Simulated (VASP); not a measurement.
## MgI2: single point with PBE

MgI2:

```
Mg I
1.0
     2.05282    1.15533    6.89235
    -2.10454    1.24492    6.89235
     0.05173   -2.40025    6.89235
Mg I
1 2
Direct
  0.00000 0.00000 0.00000
  0.25036 0.25460 0.25317
  0.74964 0.74540 0.74683
```

This cell differs from its parent crystal: shear xy strain -4.3%.

```yaml
Program: VASP 6.6.1
Task: single point
Functional: PBE
Potentials_or_basis: VASP PAW PBE potentials, release 64 (Mg, I)
Cutoff: 520 eV
k_mesh: 8 × 8 × 8
Occupations: fermi-dirac, width 0.02 eV
Spin: no spin polarisation
```

```yaml
Pressure: 1.1 GPa
Largest_force: 0.006 eV/Å
Band_gap_on_the_k_mesh: 3.08 eV (least direct gap 3.60 eV)
```

Forces in eV/Å, atoms in the order of the input:
```
Mg   0.000  0.000  0.000
I   -0.002  0.000 -0.006
I    0.002  0.000  0.006
```

Stress tensor (GPa, compression positive):
```
 1.02  0.72 -0.05
 0.72  1.08  0.00
-0.05  0.00  1.25
```

Levels at points of the mesh, in eV from the valence-band top:
| k point | band 6 | band 7 | band 8 | band 9 | band 10 | band 11 |
| --- | --- | --- | --- | --- | --- | --- |
| (0.00, 0.00, 0.00) | -0.26 | -0.11 | 0.00 | 3.60 | 4.64 | 6.26 |
| (0.50, 0.00, 0.00) | -1.45 | -1.30 | -0.91 | 3.58 | 5.19 | 6.35 |
| (0.00, 0.50, 0.00) | -1.32 | -1.11 | -0.61 | 3.88 | 5.51 | 6.21 |
| (0.50, 0.50, 0.00) | -1.34 | -0.54 | -0.49 | 3.17 | 4.94 | 5.03 |
| (0.00, 0.00, 0.50) | -1.30 | -1.28 | -0.76 | 3.73 | 5.35 | 6.27 |
| (0.50, 0.00, 0.50) | -1.27 | -0.46 | -0.39 | 3.25 | 5.04 | 5.07 |
| (0.00, 0.50, 0.50) | -1.31 | -0.67 | -0.54 | 3.08 | 4.80 | 5.04 |
| (0.50, 0.50, 0.50) | -0.35 | -0.34 | -0.16 | 4.54 | 4.80 | 6.43 |

Run time: 9.5 min on 1 thread of Intel(R) Xeon(R) Platinum 8488C (Sapphire Rapids) (shared host), peak memory 0.66 GiB.

Caveat: the cell differs from its parent crystal (shear xy strain -4.3%); spin-orbit coupling is left out, which moves the levels of the heavy elements. A k mesh can miss the band edges.
